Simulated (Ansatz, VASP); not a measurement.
## Two plane-wave programs on Cu

File INCAR:

```
SYSTEM = Cu
PREC = Accurate
ENCUT = 520
EDIFF = 1E-6
ISMEAR = 0
SIGMA = 0.15
LREAL = .False.
LASPH = .True.
NELM = 60
ALGO = Fast
ISIF = 2
LWAVE = .False.
LCHARG = .True.
GGA = PE
LELF = .True.
LVHAR = .True.
NBANDS = 12
```

Contents of KPOINTS:

```
Automatic mesh
0
Gamma
  24 24 24
  0 0 0
```

Contents of POSCAR:

```
Cu
1.0
   -1.4931259313      1.4931259313      1.3454557767
    1.4931259313     -1.4931259313      1.3454557767
    1.4931259313      1.4931259313     -1.3454557767
Cu
1
Direct
    0.0000000000      0.0000000000      0.0000000000
```

Input for Ansatz:

```yaml
crystal:
  lattice:
    - [-1.4931259313, 1.4931259313, 1.3454557767]
    - [1.4931259313, -1.4931259313, 1.3454557767]
    - [1.4931259313, 1.4931259313, -1.3454557767]
  atoms:
    - { symbol: Cu, position: [0.0, 0.0, 0.0] }
basis:
  ecutwfc: 520.0
kpoints:
  mp_grid: { grid: [24, 24, 24] }
hamiltonian:
  xc: pbe
  pseudopotentials: { kind: paw, azcp: { folder: soft_1 } }
scf:
  occupations: { method: gaussian, width: 0.15 }
output:
  forces: true
  stress: true
  eigenvalues: true
```

Alike in both runs: task single point; functional PBE; k mesh 24 × 24 × 24; occupations gaussian, width 0.15 eV; no spin polarisation.

|  | VASP | Ansatz |
| --- | --- | --- |
| version | VASP 6.6.1 | Ansatz 0.2.0 |
| potentials or method | VASP PAW PBE potentials, release 64 (Cu), cutoff 520 eV | scalar-relativistic, plane waves, PAW |
| valence electrons in the cell | 11 | 19 |

VASP gave:

```
gap on the k mesh at the Fermi level (eV)                     : none
pressure (GPa)                                                : 1.0
traceless stress, the component that is largest in VASP (GPa) : 0.64
```

Problem. Estimate Ansatz's values.

Solution. gap on the k mesh at the Fermi level (eV): none; pressure (GPa): 0.2; traceless stress, the component that is largest in VASP (GPa): 0.61.

A gap of «none» marks a metal or a gap that the smearing closes. The functional is the same, so the differences come from potentials, cutoffs and numerics. VASP's potentials hold 11 valence electrons a cell and Ansatz's 19, so a difference there can come from the potentials and not from the codes.
